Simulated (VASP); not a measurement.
**Tl: relaxation of cell and atoms with PBE**

The system is Tl.

```
Tl
1.0
     0.00000    2.41522    2.41522
     2.41522    0.00000    2.41522
     2.41522    2.41522    0.00000
Tl
2
Direct
  0.87500 0.87500 0.87500
  0.12500 0.12500 0.12500
```

This isn't the form of Tl at room conditions, which is hcp.

| Property | Result |
| --- | --- |
| Program | VASP 6.6.1 |
| Task | relaxation of cell and atoms |
| Functional | PBE |
| Potentials or basis | VASP PAW PBE potentials, release 64 (Tl_d) |
| Cutoff | 600 eV |
| k mesh | 13 × 13 × 13 |
| Occupations | fermi-dirac, width 0.1 eV |
| Spin | no spin polarisation |
| Target pressure | 230 GPa |
| Dipole correction | no |
| Further INCAR settings | ALGO = Normal; EDIFF = 1e-07; IBRION = 2; EDIFFG = -0.005; NSW = 60; ISIF = 3 |

| Property | Result |
| --- | --- |
| Relaxed volume | 16.35 Å³/atom |
| Relaxed cell | a = 3.590 Å, b = 3.590 Å, c = 3.590 Å, α = 60.00°, β = 60.00°, γ = 60.00° |
| Space group after relaxing (to 0.1 Å) | Fd-3m (No. 227) |
| Energy change on relaxing (the run minimises the enthalpy) | -4281.8 meV/atom |
| Ionic steps | 6 |
| Pressure after relaxing | 230.0 GPa |
| Band gap on the k mesh | zero (bands 13 and 14 overlap by 9.70 eV) |

The path:
| step | energy change (eV) | largest force (eV/Å) | pressure (GPa) | volume (Å³) |
| --- | --- | --- | --- | --- |
| 1 | 0.0000 | 0.0000 | 392.46 | 28.18 |
| 2 | -21.7766 | 0.0000 | -7.05 | 135.81 |
| 3 | -17.6730 | 0.0000 | 75.49 | 43.39 |
| 4 | -10.0737 | 0.0000 | 202.82 | 33.83 |
| 5 | -8.7444 | 0.0000 | 226.73 | 32.83 |
| 6 | -8.5635 | 0.0000 | 230.01 | 32.71 |

Final structure:
```
Tl
1.0
     0.00000    2.53825    2.53825
     2.53825    0.00000    2.53825
     2.53825    2.53825    0.00000
Tl
2
Cartesian
  4.4419 4.4419 4.4419
  0.6346 0.6346 0.6346
```

Levels at points of the mesh, in eV from the Fermi level:
```csv
k point,band 10,band 11,band 12,band 13,band 14,band 15,band 16,band 17
"(0.00, 0.00, 0.00)",-11.71,-11.71,6.33,6.69,7.32,7.32,7.32,9.48
```

Run time: 5.9 min on 1 thread of Intel Xeon 8259CL (shared host), peak memory 0.2 GiB.

Caveat: the cell is relaxed towards a set pressure, so the run minimises the enthalpy, not the energy; the volume moved by over 15 % at a fixed basis, so the end points are rough; spin-orbit coupling is left out, which moves the levels of the heavy elements.
